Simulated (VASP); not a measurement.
# Li (P6_3/mmc) in VASP: notebook

Li is run at these levels: PBE; tasks: single point.

All numbers are computed with VASP 6.6.1; they aren't measurements. Logs are shortened: lines on timing, memory, paths and dates and some standing lists are left out, and cuts for length are marked.

### 1 The cell of the first run

Symmetry: P6_3/mmc, No. 194, hexagonal system. Conventional cell: a = 2.309 Å, b = 2.309 Å, c = 3.774 Å, α = 90.00°, β = 90.00°, γ = 120.00°. Li (site symmetry -6m2) has 12 Li at 2.31 Å within 3.1 Å.

### 2 Single point, PBE

INCAR reads:

```
SYSTEM = Li
PREC = Accurate ; ENCUT = 520
EDIFF = 1E-6 ; ISMEAR = -1
SIGMA = 0.1 ; LREAL = .FALSE.
LASPH = .TRUE. ; NELM = 80
ALGO = Normal ; ISIF = 2
LWAVE = .FALSE. ; LCHARG = .FALSE.
GGA = PE ; NBANDS = 10
```

KPOINTS reads:

```
Automatic mesh
0
G
  14 14 8
  0 0 0
```

POSCAR reads:

```
Li
1.0
    2.3085080626      0.0000000000      0.0000000000
   -1.1542540313      1.9992266271      0.0000000000
    0.0000000000      0.0000000000      3.7737224191
Li
2
Direct
    0.3333333333      0.6666666667      0.2500000000
    0.6666666667      0.3333333333      0.7500000000
```

Potentials or basis: VASP PAW PBE potentials, release 64 (Li_sv).

Run with:

```console
$ cat potpaw_PBE.64/Li_sv/POTCAR > POTCAR
$ mpirun -np 1 vasp_std > vasp.out
```

OUTCAR:

```text
SYSTEM = Li
   PREC = Accurate
   ENCUT = 520
   EDIFF = 1E-6
   ISMEAR = -1
   LREAL = .FALSE.
   LASPH = .TRUE.
   NELM = 80
   ISIF = 2
   GGA = PE

 ion  position               nearest neighbor table
   1  0.333  0.667  0.250-   2 2.31   2 2.31   2 2.31   2 2.31   2 2.31   2 2.31
   2  0.667  0.333  0.750-   1 2.31   1 2.31   1 2.31   1 2.31   1 2.31   1 2.31

  LATTYP: Found a hexagonal cell.
 ALAT       =     2.3085080626
 C/A-ratio  =     1.6347018580

  Lattice vectors:

 A1 = (   2.3085080626,   0.0000000000,   0.0000000000)
 A2 = (  -1.1542540313,   1.9992266271,   0.0000000000)
 A3 = (   0.0000000000,   0.0000000000,   3.7737224191)

Analysis of symmetry for initial positions (statically):
=====================================================================
 Subroutine PRICEL returns:
 Original cell was already a primitive cell.

 Routine SETGRP: Setting up the symmetry group for a
 hexagonal supercell.

 Subroutine GETGRP returns: Found 24 space group operations
 (whereof 12 operations were pure point group operations)
 out of a pool of 24 trial point group operations.

The static configuration has the point symmetry D_3d.
 The point group associated with its full space group is D_6h.

Analysis of symmetry for dynamics (positions and initial velocities):
=====================================================================
 Subroutine PRICEL returns:
 Original cell was already a primitive cell.

 Routine SETGRP: Setting up the symmetry group for a
 hexagonal supercell.

 Subroutine GETGRP returns: Found 24 space group operations
 (whereof 12 operations were pure point group operations)
 out of a pool of 24 trial point group operations.

The dynamic configuration has the point symmetry D_3d.
 The point group associated with its full space group is D_6h.

 Subroutine INISYM returns: Found 24 space group operations
 (whereof 12 operations are pure point group operations),
 and found     1 'primitive' translations

----------------------------------------------------------------------------------------

                                     Primitive cell

  volume of cell :      17.4166

  direct lattice vectors                    reciprocal lattice vectors
     2.308508063  0.000000000  0.000000000     0.433180207  0.250096709  0.000000000
    -1.154254031  1.999226627  0.000000000     0.000000000  0.500193418  0.000000000
     0.000000000  0.000000000  3.773722419     0.000000000  0.000000000  0.264990343

  length of vectors
[... 84 lines left out ...]
   EDIFFG = 0.1E-04   stopping-criterion for IOM
   NSW    =      0    number of steps for IOM
   IBRION =     -1    ionic relax: 0-MD 1-quasi-New 2-CG
   NFREE  =      0    steps in history (QN), initial steepest desc. (CG)
   ISIF   =      2    stress and relaxation
   ISYM   =      2    0-nonsym 1-usesym 2-fastsym
   POTIM  = 0.5000    time-step for ionic-motion
   TEBEG  =    0.0;   TEEND  =   0.0 temperature during run
   PSTRESS=    0.0 pullay stress
   NELECT =       6.0000    total number of electrons
   NUPDOWN=      -1.0000    fix difference up-down
   EMIN   =  10.00;   EMAX   =-10.00  energy-range for DOS
   EFERMI =   0.00;   METHOD = LEGACY
   ISMEAR =    -1;   SIGMA  =   0.10  broadening in eV -4-tet -1-fermi 0-gaus
   EFERMI_NEDOS =   21; number of points for ismear=-14 and -15
   IALGO  =     38    algorithm
   IMIX   =      4    mixing-type and parameters
     AMIX     =   0.40;   BMIX     =  1.00
     AMIX_MAG =   1.60;   BMIX_MAG =  1.00
  volume/ion in A,a.u.               =       8.71        58.77
  Fermi-wavevector in a.u.,A,eV,Ry     =   1.147636  2.168717 17.919800  1.317068
  Thomas-Fermi vector in A             =   2.284315
   LORBIT       =      0    0 simple, 1 ext, 2 COOP (PROOUT), +10 PAW based schemes
   GGA     = PE    functional components
   LHFCALC =     F    Hartree Fock is set to
   AEXX    =    0.0000 exact exchange contribution
   IVDW    =     0    specifies the selected vdW correction
   LEPSILON=     F    determine dielectric tensor
   LRPA    =     F    only Hartree local field effects (RPA)
 non-spin polarized calculation
  energy-cutoff  :      520.00
  volume of cell :       17.42
 maximum number of plane-waves:       494
 NGX is ok and might be reduce to    18

 number of electron       5.9999988 magnetization

 Free energy of the ion-electron system (eV)
  ---------------------------------------------------
  ext. energy  EPLUGINS =         0.00000000
  ---------------------------------------------------
  free energy    TOTEN  =        -1.98171870 eV

  energy without entropy =       -1.95812853  energy(sigma->0) =       -1.96992362

 E-fermi :   4.0754     XC(G=0):  -9.4570

 val. band max:        4.0359465314   @ k =   0.0714   0.0714   0.0000
 cond. band min:       4.1217020560   @ k =   0.4286   0.1429   0.0000
 fundamental gap:      0.0857555247
 Fermi energy:         4.0754155646

 k-point     1 :       0.0000    0.0000    0.0000
  band No.  band energies     occupation
      1     -41.6725      2.00000
      2     -41.3277      2.00000
      3       0.0572      2.00000
      4       3.4681      1.99540
      5      11.2829      0.00000
      6      26.2452      0.00000
      7      26.2453      0.00000
      8      28.5447      0.00000
      9      28.5448      0.00000
     10      29.9414      0.00000
[... 287 lines left out ...]
 k-point    24 :       0.3571    0.2857    0.0000
  band No.  band energies     occupation
      1     -41.2631      2.00000
      2     -41.2372      2.00000
      3       5.4563      0.00000
      4       7.8306      0.00000
      5       8.9182      0.00000
      6      14.1897      0.00000
      7      14.8628      0.00000
      8      15.3234      0.00000
      9      18.5352      0.00000
     10      26.2034      0.00000

 [... further k-points ...]
[... 5 lines left out ...]
  --------------------------------------------------------------------------------------
  -------------------------------------------------------------------------------------
  Total        5.1703381      5.1703381      5.2024441      0.0000000     -0.0000000      0.0000000
  in kB      475.6266210    475.6266210    478.5800899      0.0000000     -0.0000000      0.0000000
  external PRESSURE =     476.6111106 kB  Pullay stress =       0.0000000 kB

 VOLUME and BASIS-vectors are now :
 -----------------------------------------------------------------------------
  energy-cutoff  :      520.00
  volume of cell :       17.42
      direct lattice vectors                 reciprocal lattice vectors
     2.308508063  0.000000000  0.000000000     0.433180207  0.250096709  0.000000000
    -1.154254031  1.999226627  0.000000000     0.000000000  0.500193418  0.000000000
     0.000000000  0.000000000  3.773722419     0.000000000  0.000000000  0.264990343

 POSITION                                       TOTAL-FORCE (eV/Angst)
 -----------------------------------------------------------------------------------
     -0.00000      1.33282      0.94343        -0.000000     -0.000000      0.000000
      1.15425      0.66641      2.83029         0.000000      0.000000      0.000000
 -----------------------------------------------------------------------------------
    total drift:                               -0.000000      0.000000      0.000000

  FREE ENERGIE OF THE ION-ELECTRON SYSTEM (eV)
  ---------------------------------------------------
  free  energy   TOTEN  =        -1.9817187040 eV

  energy  without entropy=       -1.9581285320  energy(sigma->0) =       -1.96992362
```

Run time: 9.6 s. Hardware: 1 thread of AMD EPYC 9R45 (Zen 5), shared host; peak memory 0.09 GiB.

Results:

- Free energy: -1.9817 eV
- Band gap on the k mesh: zero (band 3 reaches 6.96 eV, above the bottom of band 4 at 1.19 eV)

Caveat: the cutoff is under 1.25 times the usual one of these potentials, so pressure, stress and relaxed cells hold a basis-set (Pulay) error.

### 3 Single point, PBE

INCAR reads:

```
PREC = Accurate
ENCUT = 520
EDIFF = 1E-6
ISMEAR = -1
SIGMA = 0.1
LREAL = F
LASPH = T
NELM = 100
ALGO = Normal
ISIF = 2
LWAVE = F
LCHARG = T
GGA = PE
LELF = T
LVHAR = T
NBANDS = 10
```

KPOINTS reads:

```
regular mesh
0
Gamma
  14 14 8
```

POSCAR is that of step 2.

Potentials or basis: VASP PAW PBE potentials, release 64 (Li_sv).

Run with:

```console
$ cat potpaw_PBE.64/Li_sv/POTCAR > POTCAR
$ mpirun -np 1 vasp_std > vasp.out
```

OUTCAR:

```text
PREC = Accurate
   ENCUT = 520
   EDIFF = 1E-6
   ISMEAR = -1
   LREAL = F
   LASPH = T
   NELM = 100
   ISIF = 2
   GGA = PE

 ion  position               nearest neighbor table
   1  0.333  0.667  0.250-   2 2.31   2 2.31   2 2.31   2 2.31   2 2.31   2 2.31
   2  0.667  0.333  0.750-   1 2.31   1 2.31   1 2.31   1 2.31   1 2.31   1 2.31

  LATTYP: Found a hexagonal cell.
 ALAT       =     2.3085080626
 C/A-ratio  =     1.6347018580

  Lattice vectors:

 A1 = (   2.3085080626,   0.0000000000,   0.0000000000)
 A2 = (  -1.1542540313,   1.9992266271,   0.0000000000)
 A3 = (   0.0000000000,   0.0000000000,   3.7737224191)

Analysis of symmetry for initial positions (statically):
=====================================================================
 Subroutine PRICEL returns:
 Original cell was already a primitive cell.

 Routine SETGRP: Setting up the symmetry group for a
 hexagonal supercell.

 Subroutine GETGRP returns: Found 24 space group operations
 (whereof 12 operations were pure point group operations)
 out of a pool of 24 trial point group operations.

The static configuration has the point symmetry D_3d.
 The point group associated with its full space group is D_6h.

Analysis of symmetry for dynamics (positions and initial velocities):
=====================================================================
 Subroutine PRICEL returns:
 Original cell was already a primitive cell.

 Routine SETGRP: Setting up the symmetry group for a
 hexagonal supercell.

 Subroutine GETGRP returns: Found 24 space group operations
 (whereof 12 operations were pure point group operations)
 out of a pool of 24 trial point group operations.

The dynamic configuration has the point symmetry D_3d.
 The point group associated with its full space group is D_6h.

 Subroutine INISYM returns: Found 24 space group operations
 (whereof 12 operations are pure point group operations),
 and found     1 'primitive' translations

[... 112 lines left out ...]
   IMIX   =      4    mixing-type and parameters
     AMIX     =   0.40;   BMIX     =  1.00
     AMIX_MAG =   1.60;   BMIX_MAG =  1.00
  volume/ion in A,a.u.               =       8.71        58.77
  Fermi-wavevector in a.u.,A,eV,Ry     =   1.147636  2.168717 17.919800  1.317068
  Thomas-Fermi vector in A             =   2.284315
   LORBIT       =      0    0 simple, 1 ext, 2 COOP (PROOUT), +10 PAW based schemes
   GGA     = PE    functional components
   LHFCALC =     F    Hartree Fock is set to
   AEXX    =    0.0000 exact exchange contribution
   IVDW    =     0    specifies the selected vdW correction
   LEPSILON=     F    determine dielectric tensor
   LRPA    =     F    only Hartree local field effects (RPA)
 non-spin polarized calculation
  energy-cutoff  :      520.00
  volume of cell :       17.42
 maximum number of plane-waves:       494
 NGX is ok and might be reduce to    18

 number of electron       5.9999988 magnetization

 Free energy of the ion-electron system (eV)
  ---------------------------------------------------
  ext. energy  EPLUGINS =         0.00000000
  ---------------------------------------------------
  free energy    TOTEN  =        -1.98171870 eV

  energy without entropy =       -1.95812853  energy(sigma->0) =       -1.96992362

 E-fermi :   4.0754     XC(G=0):  -9.4570

 val. band max:        4.0359465314   @ k =   0.0714   0.0714   0.0000
 cond. band min:       4.1217020560   @ k =   0.4286   0.1429   0.0000
 fundamental gap:      0.0857555247
 Fermi energy:         4.0754155646

 k-point     1 :       0.0000    0.0000    0.0000
  band No.  band energies     occupation
      1     -41.6725      2.00000
      2     -41.3277      2.00000
      3       0.0572      2.00000
      4       3.4681      1.99540
      5      11.2829      0.00000
      6      26.2452      0.00000
      7      26.2453      0.00000
      8      28.5447      0.00000
      9      28.5448      0.00000
     10      29.9414      0.00000
[... 287 lines left out ...]
 k-point    24 :       0.3571    0.2857    0.0000
  band No.  band energies     occupation
      1     -41.2631      2.00000
      2     -41.2372      2.00000
      3       5.4563      0.00000
      4       7.8306      0.00000
      5       8.9182      0.00000
      6      14.1897      0.00000
      7      14.8628      0.00000
      8      15.3234      0.00000
      9      18.5352      0.00000
     10      26.2034      0.00000

 [... further k-points ...]
[... 5 lines left out ...]
  --------------------------------------------------------------------------------------
  -------------------------------------------------------------------------------------
  Total        5.1703381      5.1703381      5.2024441      0.0000000     -0.0000000      0.0000000
  in kB      475.6266210    475.6266210    478.5800899      0.0000000     -0.0000000      0.0000000
  external PRESSURE =     476.6111106 kB  Pullay stress =       0.0000000 kB

 VOLUME and BASIS-vectors are now :
 -----------------------------------------------------------------------------
  energy-cutoff  :      520.00
  volume of cell :       17.42
      direct lattice vectors                 reciprocal lattice vectors
     2.308508063  0.000000000  0.000000000     0.433180207  0.250096709  0.000000000
    -1.154254031  1.999226627  0.000000000     0.000000000  0.500193418  0.000000000
     0.000000000  0.000000000  3.773722419     0.000000000  0.000000000  0.264990343

 POSITION                                       TOTAL-FORCE (eV/Angst)
 -----------------------------------------------------------------------------------
     -0.00000      1.33282      0.94343        -0.000000     -0.000000      0.000000
      1.15425      0.66641      2.83029         0.000000      0.000000      0.000000
 -----------------------------------------------------------------------------------
    total drift:                               -0.000000      0.000000      0.000000

  FREE ENERGIE OF THE ION-ELECTRON SYSTEM (eV)
  ---------------------------------------------------
  free  energy   TOTEN  =        -1.9817187040 eV

  energy  without entropy=       -1.9581285320  energy(sigma->0) =       -1.96992362
```

It took 9.8 s on 1 thread of AMD EPYC 9R45 (Zen 5), shared host; peak memory 0.1 GiB.

Results:

* Free energy: -1.9817 eV
* Band gap on the k mesh: zero (band 3 reaches 6.96 eV, above the bottom of band 4 at 1.19 eV)

Levels at points of the mesh, in eV from the Fermi level:
```
           k point  band 1  band 2  band 3  band 4  band 5  band 6
(0.00, 0.00, 0.00)  -45.75  -45.40   -4.02   -0.61    7.21   22.17
(0.50, 0.00, 0.00)  -45.40  -45.30   -0.47    2.45    7.86    9.54
(0.00, 0.00, 0.50)  -45.58  -45.58   -2.88   -2.88   14.41   14.41
(0.50, 0.00, 0.50)  -45.35  -45.35    0.69    0.69    7.46    7.46
```

Caveat: the cutoff is under 1.25 times the usual one of these potentials, so pressure, stress and relaxed cells hold a basis-set (Pulay) error.

### 4 Single point, PBE

This run uses another cell than the first one, of 10.13 Å³/atom, 1.163 times its volume.

INCAR reads:

```
SYSTEM = Li
PREC = Accurate
ENCUT = 520
EDIFF = 1E-6
ISMEAR = -1
SIGMA = 0.1
LREAL = .False.
LASPH = .True.
NELM = 60
ALGO = Normal
ISIF = 2
LWAVE = .False.
LCHARG = .False.
GGA = PE
NBANDS = 10
```

KPOINTS reads:

```
Automatic mesh
0
Gamma
  14 14 8
  0 0 0
```

POSCAR reads:

```
Li
1.0
    2.4275335748      0.0000000000      0.0000000000
   -1.2137667874      2.1023057444      0.0000000000
    0.0000000000      0.0000000000      3.9682936450
Li
2
Direct
    0.3333333333      0.6666666667      0.2500000000
    0.6666666667      0.3333333333      0.7500000000
```

Run with:

```console
$ cat potpaw_PBE.64/Li_sv/POTCAR > POTCAR
$ mpirun -np 1 vasp_std > vasp.out
```

Run time: 9.3 s. Hardware: 1 thread of AMD EPYC 9R45 (Zen 5), shared host; peak memory 0.1 GiB.

It converged, with:

```
Free energy            : -2.6673 eV
Band gap on the k mesh : zero (band 3 reaches 5.96 eV, above the bottom of band 4 at 0.38 eV)
```

Levels at points of the mesh, in eV from the Fermi level:
```
           k point  band 1  band 2  band 3  band 4  band 5  band 6  band 7  band 8
(0.00, 0.00, 0.00)  -45.72  -45.51   -4.08   -0.45    6.17   20.08   20.08   22.19
(0.50, 0.00, 0.00)  -45.51  -45.44   -0.36    2.13    7.19    8.75   10.95   12.85
(0.00, 0.00, 0.50)  -45.62  -45.62   -2.88   -2.88   12.98   12.98   21.62   21.62
(0.50, 0.00, 0.50)  -45.47  -45.47    0.71    0.71    6.54    6.54   15.62   15.62
```

Caveat: the cutoff is under 1.25 times the usual one of these potentials, so pressure, stress and relaxed cells hold a basis-set (Pulay) error.

(Continued in part 2 of 2.)
